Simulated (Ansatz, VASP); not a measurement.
## SiC in VASP and in Ansatz

```
CELL_PARAMETERS angstrom
0.00000 2.36622 1.84565
2.36622 0.00000 1.84565
2.36622 2.36622 0.00000
ATOMIC_POSITIONS crystal
Si 0.00000 0.00000 0.00000
C 0.75000 0.75000 0.75000
```

Alike in both runs: task single point; functional r2SCAN; k mesh 12 × 12 × 12; occupations gaussian, width 0.05 eV; no spin polarisation.

|  | VASP | Ansatz |
| --- | --- | --- |
| version | VASP 6.6.1 | Ansatz 0.2.0 |
| potentials or method | VASP PAW PBE potentials, release 64 (Si, C), cutoff 520 eV | scalar-relativistic, plane waves, PAW |
| valence electrons in the cell | 8 | 8 |

Ansatz gave:

| Quantity | Value |
| --- | --- |
| gap on the k mesh at the Fermi level (eV) | none |
| pressure (GPa) | -5.0 |
| traceless stress, the component that is largest in VASP (GPa) | 29.48 |

Q: Estimate VASP's values.

A: gap on the k mesh at the Fermi level (eV): none; pressure (GPa): -5.1; traceless stress, the component that is largest in VASP (GPa): 29.66.

VASP's potentials were made for PBE, not for r2SCAN. A gap of «none» marks a metal or a gap that the smearing closes.
